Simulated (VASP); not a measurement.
A run of VASP 6.6.1 is set up as follows.

Contents of INCAR:

```
ALGO = Normal
EDIFF = 1E-7
ENCUT = 520
GGA = PE
ISIF = 2
ISMEAR = -1
LASPH = True
LCHARG = False
LREAL = False
LWAVE = False
NBANDS = 15
NELM = 60
PREC = Accurate
SIGMA = 0.05
```

The input KPOINTS:

```
k-points
0
Gamma
  7 7 7
```

Contents of POSCAR:

```
KCl
1.0
    3.8391960000      0.0000000000      0.0000000000
    0.0000000000      3.8391960000      0.0000000000
    0.0000000000      0.0000000000      3.8391960000
K Cl
1 1
Direct
    0.0000000000      0.0000000000      0.0000000000
    0.5000000000      0.5000000000      0.5000000000
```

Potentials or basis: VASP PAW PBE potentials, release 64 (K_sv, Cl).

Command:

```console
$ cat potpaw_PBE.64/K_sv/POTCAR potpaw_PBE.64/Cl/POTCAR > POTCAR
$ mpirun -np 1 vasp_std > vasp.out
```

(1) What does it give for the pressure?

(2) Predict the band gap on the k mesh.

Answers

(1) 0.0 GPa.

(2) 4.82 eV, indirect (least direct gap 5.00 eV).
